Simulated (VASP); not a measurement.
# SrO (Fm-3m) in VASP: notebook

Runs on SrO. Level: PBE. Tasks: single point.

Program: VASP 6.6.1. These are calculated values, not measurements. Logs are shortened: lines on timing, memory, paths and dates and some standing lists are left out, and cuts for length are marked.

**1. The cell of the first run**

It takes space group Fm-3m (No. 225, cubic). Conventional cell: a = 5.140 Å, b = 5.140 Å, c = 5.140 Å, α = 90.00°, β = 90.00°, γ = 90.00°. Sr (site symmetry m-3m) has 6 O at 2.57 Å within 3.4 Å. O (site symmetry m-3m) has 6 Sr at 2.57 Å within 3.4 Å.

**2. Single point, PBE**

File INCAR:

```
SYSTEM = SrO
PREC     = Accurate       ! precision mode
ENCUT    = 520            ! plane-wave cutoff, eV
EDIFF    = 1E-6           ! SCF threshold, eV
ISMEAR   = 0              ! smearing method
SIGMA    = 0.05           ! smearing width, eV
LREAL    = .False.        ! projectors in reciprocal space
LASPH    = .True.         ! aspherical terms in the spheres
NELM     = 60             ! most SCF steps
ALGO     = Normal         ! electronic algorithm
ISIF     = 2              ! what is computed and relaxed
LWAVE    = .False.        ! write WAVECAR
LCHARG   = .False.        ! write CHGCAR
GGA      = PE             ! functional
NBANDS   = 15             ! bands
```

File KPOINTS:

```
regular mesh
0
Gamma
  8 8 8
  0 0 0
```

File POSCAR:

```
SrO
1.0
    0.0000000000      2.5698000000      2.5698000000
    2.5698000000      0.0000000000      2.5698000000
    2.5698000000      2.5698000000      0.0000000000
Sr O
1 1
Direct
    0.0000000000      0.0000000000      0.0000000000
    0.5000000000      0.5000000000      0.5000000000
```

Potentials or basis: VASP PAW PBE potentials, release 64 (Sr_sv, O).

Launch:

```console
> cat potpaw_PBE.64/Sr_sv/POTCAR potpaw_PBE.64/O/POTCAR > POTCAR
> mpirun -np 1 vasp_std > vasp.out
```

OUTCAR:

```text
SYSTEM = SrO
   PREC = Accurate
   ENCUT = 520
   EDIFF = 1E-6
   ISMEAR = 0
   LREAL = .False.
   LASPH = .True.
   NELM = 60
   ISIF = 2
   GGA = PE

 ion  position               nearest neighbor table
   1  0.000  0.000  0.000-   2 2.57   2 2.57   2 2.57   2 2.57   2 2.57   2 2.57
   2  0.500  0.500  0.500-   1 2.57   1 2.57   1 2.57   1 2.57   1 2.57   1 2.57

  LATTYP: Found a face centered cubic cell.
 ALAT       =     5.1396000000

  Lattice vectors:

 A1 = (   0.0000000000,   2.5698000000,   2.5698000000)
 A2 = (   2.5698000000,   0.0000000000,   2.5698000000)
 A3 = (   2.5698000000,   2.5698000000,   0.0000000000)

Analysis of symmetry for initial positions (statically):
=====================================================================
 Subroutine PRICEL returns:
 Original cell was already a primitive cell.

 Routine SETGRP: Setting up the symmetry group for a
 face centered cubic supercell.

 Subroutine GETGRP returns: Found 48 space group operations
 (whereof 48 operations were pure point group operations)
 out of a pool of 48 trial point group operations.

The static configuration has the point symmetry O_h .

Analysis of symmetry for dynamics (positions and initial velocities):
=====================================================================
 Subroutine PRICEL returns:
 Original cell was already a primitive cell.

 Routine SETGRP: Setting up the symmetry group for a
 face centered cubic supercell.

 Subroutine GETGRP returns: Found 48 space group operations
 (whereof 48 operations were pure point group operations)
 out of a pool of 48 trial point group operations.

The dynamic configuration has the point symmetry O_h .

 Subroutine INISYM returns: Found 48 space group operations
 (whereof 48 operations are pure point group operations),
 and found     1 'primitive' translations

----------------------------------------------------------------------------------------

                                     Primitive cell

  volume of cell :      33.9413

  direct lattice vectors                    reciprocal lattice vectors
     0.000000000  2.569800000  2.569800000    -0.194567671  0.194567671  0.194567671
     2.569800000  0.000000000  2.569800000     0.194567671 -0.194567671  0.194567671
     2.569800000  2.569800000  0.000000000     0.194567671  0.194567671 -0.194567671

  length of vectors
     3.634246013  3.634246013  3.634246013     0.337001091  0.337001091  0.337001091

  position of ions in fractional coordinates (direct lattice)
     0.000000000  0.000000000  0.000000000
     0.500000000  0.500000000  0.500000000

  ion indices of the primitive-cell ions
   primitive index   ion index
                 1           1
                 2           2

----------------------------------------------------------------------------------------
[... 87 lines left out ...]
   IALGO  =     38    algorithm
   IMIX   =      4    mixing-type and parameters
     AMIX     =   0.40;   BMIX     =  1.00
     AMIX_MAG =   1.60;   BMIX_MAG =  1.00
  volume/ion in A,a.u.               =      16.97       114.52
  Fermi-wavevector in a.u.,A,eV,Ry     =   1.274106  2.407711 22.086959  1.623346
  Thomas-Fermi vector in A             =   2.406892
   LORBIT       =      0    0 simple, 1 ext, 2 COOP (PROOUT), +10 PAW based schemes
   GGA     = PE    functional components
   LHFCALC =     F    Hartree Fock is set to
   AEXX    =    0.0000 exact exchange contribution
   IVDW    =     0    specifies the selected vdW correction
   LEPSILON=     F    determine dielectric tensor
   LRPA    =     F    only Hartree local field effects (RPA)
 non-spin polarized calculation
 Gauss-broadening in eV      SIGMA  =   0.05
  energy-cutoff  :      520.00
  volume of cell :       33.94
 maximum number of plane-waves:       941
   NGX = 13   NGY = 13   NGZ = 13

 number of electron      15.9999997 magnetization

 Free energy of the ion-electron system (eV)
  ---------------------------------------------------
  ext. energy  EPLUGINS =         0.00000000
  ---------------------------------------------------
  free energy    TOTEN  =       -12.04032996 eV

  energy without entropy =      -12.04032996  energy(sigma->0) =      -12.04032996

 E-fermi :   1.9084     XC(G=0): -10.0331

 val. band max:        1.6698921050   @ k =   0.0000   0.0000   0.0000
 cond. band min:       4.9338518582   @ k =   0.5000   0.5000   0.0000
 fundamental gap:      3.2639597532
 Fermi energy:         1.9083525530

 k-point     1 :       0.0000    0.0000    0.0000
  band No.  band energies     occupation
      1     -30.7141      2.00000
      2     -13.4226      2.00000
      3     -12.3505      2.00000
      4     -12.3505      2.00000
      5     -12.3505      2.00000
      6       1.6699      2.00000
      7       1.6699      2.00000
      8       1.6699      2.00000
      9       5.6631      0.00000
     10       7.8838      0.00000
     11       7.8838      0.00000
     12       7.8838      0.00000
     13      10.0540      0.00000
     14      10.0540      0.00000
[... 401 lines left out ...]
      2     -14.6261      2.00000
      3     -12.7395      2.00000
      4     -12.5801      2.00000
      5     -11.5177      2.00000
      6       0.0941      2.00000
      7       0.8041      2.00000
      8       0.8825      2.00000
      9       8.0426      0.00000
     10       8.4083      0.00000
     11      10.9852      0.00000
     12      11.1707      0.00000
     13      13.2707      0.00000
     14      14.6076      0.00000
     15      15.0405      0.00000

 [... further k-points ...]

------------------------ aborting loop because EDIFF is reached ----------------------------------------

  FORCE on cell =-STRESS in cart. coord.  units (eV):
  Direction    XX          YY          ZZ          XY          YZ          ZX
  --------------------------------------------------------------------------------------
  -------------------------------------------------------------------------------------
  Total        0.7441309      0.7441309      0.7441309     -0.0000000      0.0000000     -0.0000000
  in kB       35.1262609     35.1262609     35.1262609     -0.0000000      0.0000000     -0.0000000
  external PRESSURE =      35.1262609 kB  Pullay stress =       0.0000000 kB

 VOLUME and BASIS-vectors are now :
 -----------------------------------------------------------------------------
  energy-cutoff  :      520.00
  volume of cell :       33.94
      direct lattice vectors                 reciprocal lattice vectors
     0.000000000  2.569800000  2.569800000    -0.194567671  0.194567671  0.194567671
     2.569800000  0.000000000  2.569800000     0.194567671 -0.194567671  0.194567671
     2.569800000  2.569800000  0.000000000     0.194567671  0.194567671 -0.194567671

 POSITION                                       TOTAL-FORCE (eV/Angst)
 -----------------------------------------------------------------------------------
      0.00000      0.00000      0.00000         0.000000     -0.000000      0.000000
      2.56980      2.56980      2.56980        -0.000000      0.000000      0.000000
 -----------------------------------------------------------------------------------
    total drift:                                0.000000      0.000000      0.000000

  FREE ENERGIE OF THE ION-ELECTRON SYSTEM (eV)
  ---------------------------------------------------
  free  energy   TOTEN  =       -12.0403299587 eV

  energy  without entropy=      -12.0403299587  energy(sigma->0) =      -12.04032996
```

OSZICAR:

```text
N       E                     dE             d eps       ncg     rms          rms(c)
DAV:   1     0.668347031015E+02    0.66835E+02   -0.85181E+03   870   0.105E+03
DAV:   2    -0.109625051695E+02   -0.77797E+02   -0.70954E+02  1222   0.216E+02
DAV:   3    -0.141721652135E+02   -0.32097E+01   -0.31922E+01  1046   0.396E+01
DAV:   4    -0.142420792881E+02   -0.69914E-01   -0.69905E-01  1126   0.583E+00
DAV:   5    -0.142436246591E+02   -0.15454E-02   -0.15454E-02  1077   0.648E-01    0.165E+01
DAV:   6    -0.121875879817E+02    0.20560E+01   -0.66528E+00   891   0.195E+01    0.194E+01
DAV:   7    -0.120490769835E+02    0.13851E+00   -0.29458E-01  1003   0.483E+00    0.113E+01
DAV:   8    -0.120383038146E+02    0.10773E-01   -0.11767E-01  1094   0.342E+00    0.442E-01
DAV:   9    -0.120397076926E+02   -0.14039E-02   -0.57285E-03  1106   0.479E-01    0.232E-01
DAV:  10    -0.120401701158E+02   -0.46242E-03   -0.44220E-04   968   0.196E-01    0.838E-02
DAV:  11    -0.120403117710E+02   -0.14166E-03   -0.13908E-04   926   0.872E-02    0.270E-02
DAV:  12    -0.120403298870E+02   -0.18116E-04   -0.27519E-05   940   0.385E-02    0.218E-02
DAV:  13    -0.120403299587E+02   -0.71622E-07   -0.14322E-06   905   0.105E-02
   1 F= -.12040330E+02 E0= -.12040330E+02  d E =-.218785E-13
```

stdout:

```text
POSCAR found type information on POSCAR SrO
 POSCAR found :  2 types and       2 ions
 scaLAPACK will be used
 LDA part: xc-table for (Slater+PW92), standard interpolation
 POSCAR, INCAR and KPOINTS ok, starting setup
 FFT: planning ... GRIDC
 FFT: planning ... GRID_SOFT
 FFT: planning ... GRID
 WAVECAR not read
 entering main loop
```

Wall time 31 s (1 thread of AMD EPYC 7R13, shared host); peak memory 0.13 GiB.

Results:

```yaml
Free_energy: -12.0403 eV
Pressure: 3.5 GPa
Band_gap_on_the_k_mesh: 3.26 eV, indirect (least direct gap 3.35 eV)
```

A k mesh can miss the band edges.

**3. Single point, PBE**

File INCAR:

```
ALGO = Normal
EDIFF = 1E-6
ENCUT = 520
GGA = PE
ISIF = 2
ISMEAR = 0
LASPH = T
LCHARG = F
LREAL = F
LWAVE = F
NBANDS = 15
NELM = 80
PREC = Accurate
SIGMA = 0.05
```

File KPOINTS:

```
k-points
0
Gamma
  8 8 8
```

POSCAR is that of step 2.

Potentials or basis: VASP PAW PBE potentials, release 64 (Sr_sv, O).

Launch:

```console
> cat potpaw_PBE.64/Sr_sv/POTCAR potpaw_PBE.64/O/POTCAR > POTCAR
> mpirun -np 1 vasp_std > vasp.out
```

It took 34 s on 1 thread of AMD EPYC 7R13, shared host; peak memory 0.13 GiB.

The run converged. Its results:

| Quantity | Value |
| --- | --- |
| Free energy | -12.0403 eV |
| Pressure | 3.5 GPa |
| Band gap on the k mesh | 3.26 eV, indirect (least direct gap 3.35 eV) |

Levels at points of the mesh, in eV from the valence-band top:
| k point | band 5 | band 6 | band 7 | band 8 | band 9 | band 10 | band 11 | band 12 |
| --- | --- | --- | --- | --- | --- | --- | --- | --- |
| (0.00, 0.00, 0.00) | -14.02 | 0.00 | 0.00 | 0.00 | 3.99 | 6.21 | 6.21 | 6.21 |
| (0.50, 0.00, 0.00) | -12.83 | -2.17 | -1.14 | -1.14 | 6.56 | 8.47 | 8.86 | 8.86 |
| (0.50, 0.50, 0.00) | -14.39 | -0.43 | -0.09 | -0.09 | 3.26 | 7.81 | 10.18 | 10.39 |

A k mesh can miss the band edges. As with any semilocal functional, this PBE gap is likely too small.
